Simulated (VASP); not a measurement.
# C (Fd-3m) in VASP: G0W0 quasiparticle levels with PBE

Aim: the G0W0 quasiparticle levels of C with PBE.

All numbers are computed with VASP 6.6.1; they aren't measurements. Logs are shortened: lines on timing, memory, paths and dates and some standing lists are left out, and cuts for length are marked.

## 1. The cell of the first run

It takes space group Fd-3m (No. 227, cubic). Conventional cell: a = 3.560 Å, b = 3.560 Å, c = 3.560 Å, α = 90.00°, β = 90.00°, γ = 90.00°. Within 2.1 Å of C (site symmetry -43m) lie 4 C at 1.54 Å.

## 2. G0W0 quasiparticle levels, PBE

Input file POSCAR:

```
C
1.0
    0.0000000000      1.7801241425      1.7801241425
    1.7801241425      0.0000000000      1.7801241425
    1.7801241425      1.7801241425      0.0000000000
C
2
Direct
    0.0000000000      0.0000000000      0.0000000000
    0.2500000000      0.2500000000      0.2500000000
```

Input file INCAR.step1:

```
PREC = Accurate
ENCUT = 500
EDIFF = 1E-8
ISMEAR = 0
SIGMA = 0.01
LREAL = F
LASPH = T
NELM = 80
ALGO = Normal
LWAVE = T
LCHARG = F
GGA = PE
```

Input file INCAR.step2:

```
PREC = Accurate
ENCUT = 500
EDIFF = 1E-8
ISMEAR = 0
SIGMA = 0.01
LREAL = F
LASPH = T
NELM = 1
ALGO = Exact
LWAVE = T
LCHARG = F
GGA = PE
NBANDS = 65
LOPTICS = T
ISTART = 1
```

Input file INCAR.step3:

```
PREC = Accurate
ENCUT = 500
EDIFF = 1E-8
ISMEAR = 0
SIGMA = 0.01
LREAL = F
LASPH = T
ALGO = EVGW0
LWAVE = F
LCHARG = F
GGA = PE
NELMGW = 1
NBANDS = 65
ENCUTGW = 180.0
NOMEGA = 96
PRECFOCK = Fast
ISTART = 1
NBANDSGW = 12
OMEGAMAX = 20
```

Input file KPOINTS:

```
Automatic mesh
0
Gamma
  8 8 8
```

Potentials or basis: VASP PAW PBE potentials, release 64 (C_GW).

Run with:

```
$ cat potpaw_PBE.64/C_GW/POTCAR > POTCAR
$ cp INCAR.step1 INCAR
$ mpirun -np 1 vasp_std > vasp.out
$ cp INCAR.step2 INCAR
$ mpirun -np 1 vasp_std > vasp.out
$ cp INCAR.step3 INCAR
$ mpirun -np 1 vasp_std > vasp.out
```

OUTCAR:

```text
PREC = Accurate
   ENCUT = 500
   EDIFF = 1E-8
   ISMEAR = 0
   LREAL = F
   LASPH = T
   GGA = PE
   NELMGW = 1
   ENCUTGW = 180.0
   PRECFOCK = Fast
   ISTART = 1

 ion  position               nearest neighbor table
   1  0.000  0.000  0.000-   2 1.54   2 1.54   2 1.54   2 1.54
   2  0.250  0.250  0.250-   1 1.54   1 1.54   1 1.54   1 1.54

  LATTYP: Found a face centered cubic cell.
 ALAT       =     3.5602482850

  Lattice vectors:

 A1 = (   0.0000000000,   1.7801241425,   1.7801241425)
 A2 = (   1.7801241425,   0.0000000000,   1.7801241425)
 A3 = (   1.7801241425,   1.7801241425,   0.0000000000)

Analysis of symmetry for initial positions (statically):
=====================================================================
 Subroutine PRICEL returns:
 Original cell was already a primitive cell.

 Routine SETGRP: Setting up the symmetry group for a
 face centered cubic supercell.

 Subroutine GETGRP returns: Found 48 space group operations
 (whereof 24 operations were pure point group operations)
 out of a pool of 48 trial point group operations.

The static configuration has the point symmetry T_d .
 The point group associated with its full space group is O_h .

Analysis of symmetry for dynamics (positions and initial velocities):
=====================================================================
 Subroutine PRICEL returns:
 Original cell was already a primitive cell.

 Routine SETGRP: Setting up the symmetry group for a
 face centered cubic supercell.

 Subroutine GETGRP returns: Found 48 space group operations
 (whereof 24 operations were pure point group operations)
 out of a pool of 48 trial point group operations.

The dynamic configuration has the point symmetry T_d .
 The point group associated with its full space group is O_h .

 Subroutine INISYM returns: Found 48 space group operations
 (whereof 24 operations are pure point group operations),
 and found     1 'primitive' translations

----------------------------------------------------------------------------------------

                                     Primitive cell

  volume of cell :      11.2819

  direct lattice vectors                    reciprocal lattice vectors
     0.000000000  1.780124143  1.780124143    -0.280879287  0.280879287  0.280879287
     1.780124143  0.000000000  1.780124143     0.280879287 -0.280879287  0.280879287
     1.780124143  1.780124143  0.000000000     0.280879287  0.280879287 -0.280879287

  length of vectors
     2.517475705  2.517475705  2.517475705     0.486497196  0.486497196  0.486497196

  position of ions in fractional coordinates (direct lattice)
     0.000000000  0.000000000  0.000000000
     0.250000000  0.250000000  0.250000000

  ion indices of the primitive-cell ions
   primitive index   ion index
                 1           1
                 2           2

----------------------------------------------------------------------------------------

 KPOINTS: Automatic mesh

Automatic generation of k-mesh.
 Grid dimensions read from file:
 generate k-points for:    8    8    8

 Generating k-lattice:

  Cartesian coordinates                     Fractional coordinates (reciprocal lattice)
    -0.035109911  0.035109911  0.035109911     0.125000000  0.000000000  0.000000000
     0.035109911 -0.035109911  0.035109911     0.000000000  0.125000000  0.000000000
     0.035109911  0.035109911 -0.035109911     0.000000000  0.000000000  0.125000000

  Length of vectors
     0.060812149  0.060812149  0.060812149

  Shift w.r.t. Gamma in fractional coordinates (k-lattice)
     0.000000000  0.000000000  0.000000000

 Subroutine IBZKPT returns following result:
 ===========================================

 Found     29 irreducible k-points:

 Following reciprocal coordinates:
            Coordinates               Weight
  0.000000  0.000000  0.000000      1.000000
  0.125000  0.000000  0.000000      8.000000
  0.250000  0.000000  0.000000      8.000000
  0.375000  0.000000  0.000000      8.000000
  0.500000  0.000000  0.000000      4.000000
  0.125000  0.125000  0.000000      6.000000
[... 16 lines left out ...]
  0.500000  0.250000  0.125000     48.000000
 -0.375000  0.250000  0.125000     24.000000
 [... further k-points ...]
   k-points           NKPTS =     29   k-points in BZ     NKDIM =    512   number of bands    NBANDS=     65
   number of dos      NEDOS =    301   number of ions     NIONS =      2
   total plane-waves  NPLWV =   5832
   dimension x,y,z NGX =    18 NGY =   18 NGZ =   18
   dimension x,y,z NGXF=    36 NGYF=   36 NGZF=   36
   ions per type =               2
   NGX,Y,Z   is equivalent  to a cutoff of  11.89, 11.89, 11.89 a.u.
   NGXF,Y,Z  is equivalent  to a cutoff of  23.77, 23.77, 23.77 a.u.
 SYSTEM =  unknown system
   PREC   = accura    normal or accurate (medium, high low for compatibility)
   ISTART =      1    job   : 0-new  1-cont  2-samecut
   ICHARG =      0    charge: 1-file 2-atom 10-const
   ISPIN  =      1    spin polarized calculation?
   LNONCOLLINEAR =      F non collinear calculations
   LSORBIT =      F    spin-orbit coupling
   LASPH  =      T    aspherical Exc in radial PAW
   ENCUT  =  500.0 eV  36.75 Ry    6.06 a.u.   4.59  4.59  4.59*2*pi/ulx,y,z
   NELM   =     60;   NELMIN=  2; NELMDL=  0     # of ELM steps
   EDIFF  = 0.1E-07   stopping-criterion for ELM
   LREAL  =      F    real-space projection
   EDIFFG = 0.1E-06   stopping-criterion for IOM
   NSW    =      0    number of steps for IOM
   IBRION =     -1    ionic relax: 0-MD 1-quasi-New 2-CG
   NFREE  =      0    steps in history (QN), initial steepest desc. (CG)
   ISIF   =      0    stress and relaxation
   ISYM   =      3    0-nonsym 1-usesym 2-fastsym
   POTIM  = 0.5000    time-step for ionic-motion
   TEBEG  =    0.0;   TEEND  =   0.0 temperature during run
   PSTRESS=    0.0 pullay stress
   NELECT =       8.0000    total number of electrons
   NUPDOWN=      -1.0000    fix difference up-down
   EMIN   =  10.00;   EMAX   =-10.00  energy-range for DOS
   EFERMI =   0.00;   METHOD = LEGACY
   ISMEAR =     0;   SIGMA  =   0.01  broadening in eV -4-tet -1-fermi 0-gaus
   EFERMI_NEDOS =   21; number of points for ismear=-14 and -15
   IALGO  =     38    algorithm
   IMIX   =      4    mixing-type and parameters
     AMIX     =   0.40;   BMIX     =  1.00
     AMIX_MAG =   1.60;   BMIX_MAG =  1.00
  volume/ion in A,a.u.               =       5.64        38.07
  Fermi-wavevector in a.u.,A,eV,Ry     =   1.459860  2.758735 28.996616  2.131191
  Thomas-Fermi vector in A             =   2.576377
   LORBIT       =      0    0 simple, 1 ext, 2 COOP (PROOUT), +10 PAW based schemes
   GGA     = PE    functional components
   LHFCALC =     T    Hartree Fock is set to
   PRECFOCK=fast      Normal, Fast or Accurate (Low or Medium for compatibility)
   ENCUT4O =  -1.0   cutoff for four orbital integrals eV
   NKREDX  =     1    reduce k-point grid by
   NKREDY  =     1    reduce k-point grid by
   NKREDZ  =     1    reduce k-point grid by
   AEXX    =    1.0000 exact exchange contribution
   HFSCREEN=    0.0000 screening length (either q_TF or 0.3 A-1)
   HFSCREENC=   0.0000 screening length for correlation (either q_TF or 0.3 A-1)
   ENCUTFOCK=  -1.0 apply spherical cutoff to Coloumb kernel
   IVDW    =     0    specifies the selected vdW correction
   LEPSILON=     F    determine dielectric tensor
   LRPA    =     F    only Hartree local field effects (RPA)
   LRPAFORCE           =     F    calculate RPA forces
   ENCUTGW             = 180.0    cutoff for response function in eV
   ENCUTGWSOFT         = 144.0    soft cutoff for Coulomb kernel in GW response function in eV
   ENCUTLF             =  -1.0    cutoff for local field effects
   NELMGW              =     1    number of iterations in solving QP/BSE equation
   NELMHF              =     1    number of iterations in the inner HF iteration
   NKREDLFX            =     1    NKREDLFY  =   1   NKREDLFZ  =   1
 non-spin polarized calculation
 Gauss-broadening in eV      SIGMA  =   0.01
  energy-cutoff  :      500.00
  volume of cell :       11.28
 maximum number of plane-waves:       302
  NGX = 12; NGY = 12; NGZ = 12
   NGX =  9   NGY =  9   NGZ =  9
 maximum number of plane-waves:        70

 QP shifts <psi_nk| G(iteration)W_0 |psi_nk>: iteration 1
 for sc-GW calculations column KS-energies equals QP-energies in previous step
 and V_xc(KS)=  KS-energies - (<T + V_ion + V_H > + <T+V_H+V_ion>^1  + <V_x>^1)

 k-point   1 :       0.0000    0.0000    0.0000
  band No.  KS-energies  QP-energies   sigma(KS)   V_xc(KS)     V^pw_x(r,r')   Z            occupation Imag(sigma)

      1     -11.7065     -13.2678     -16.9050     -14.7926     -25.4576       0.7391       2.0000       1.2633
      2       9.8407       9.1922     -17.5961     -16.8138     -19.1286       0.8290       2.0000       0.0238
      3       9.8407       9.1922     -17.5961     -16.8138     -19.1286       0.8290       2.0000       0.0238
      4       9.8407       9.1922     -17.5961     -16.8138     -19.1286       0.8290       2.0000       0.0238
      5      15.4483      16.5266     -14.2324     -15.5368      -9.3973       0.8267       0.0000      -0.0366
      6      15.4483      16.5266     -14.2324     -15.5368      -9.3973       0.8267       0.0000      -0.0366
      7      15.4483      16.5266     -14.2324     -15.5368      -9.3973       0.8267       0.0000      -0.0366
      8      23.2880      24.2462     -15.1375     -16.3845      -7.7893       0.7684       0.0000      -0.0965
      9      29.2068      29.4977     -11.5357     -11.8954      -4.3499       0.8086       0.0000      -0.2775
     10      36.4405      37.4017     -12.7465     -13.9085      -5.9265       0.8272       0.0000      -0.4790
     11      36.4405      37.4017     -12.7465     -13.9085      -5.9265       0.8272       0.0000      -0.4790
     12      37.4448      37.8168     -11.0934     -11.5396      -3.2770       0.8336       0.0000      -0.9433

 k-point   2 :       0.1250    0.0000    0.0000
  band No.  KS-energies  QP-energies   sigma(KS)   V_xc(KS)     V^pw_x(r,r')   Z            occupation Imag(sigma)
[... 353 lines left out ...]
      1      -4.8896      -6.2822     -17.5930     -15.7308     -24.3092       0.7478       2.0000       0.4341
      2      -2.5768      -3.8575     -16.5562     -14.8517     -21.9704       0.7514       2.0000       0.1879
      3       3.5014       2.3625     -17.2660     -15.8388     -20.7292       0.7981       2.0000       0.0467
      4       5.1263       4.1356     -17.0852     -15.8623     -19.9487       0.8100       2.0000       0.0348
      5      18.1615      19.0919     -13.1563     -14.2808      -7.6174       0.8273       0.0000      -0.0472
      6      19.3367      20.3906     -14.0860     -15.3834      -8.1023       0.8123       0.0000      -0.0547
      7      22.9675      24.2818     -14.8014     -16.4906      -7.6201       0.7780       0.0000      -0.0918
      8      24.7767      26.0244     -14.1149     -15.7350      -6.4495       0.7701       0.0000      -0.1399
      9      28.2208      28.9889     -12.4457     -13.3962      -5.5626       0.8081       0.0000      -0.2055
     10      33.8638      34.9545     -13.9871     -15.3939      -5.0696       0.7753       0.0000      -0.6537
     11      36.2620      37.1269     -12.5878     -13.6587      -4.6430       0.8077       0.0000      -0.6893
     12      39.0798      39.5515     -11.4654     -12.0408      -3.8198       0.8198       0.0000      -0.8256

 [... further k-points ...]
```

It took 2.1 min on 1 thread of Intel Xeon 6975P-C (Granite Rapids), shared host; peak memory 0.49 GiB.

Results:

| Item | Value |
| --- | --- |
| Quasiparticle gap | 5.43 eV |
| Least direct quasiparticle gap | 7.33 eV |
| Band gap of the starting levels on the mesh | 4.15 eV |
| Least direct gap of the starting levels on the mesh | 5.61 eV |

Caveat: the k points lie up to 0.38 Å⁻¹ apart; bands, screening cutoff and mesh are small and nothing is extrapolated, so the quasiparticle values aren't converged.
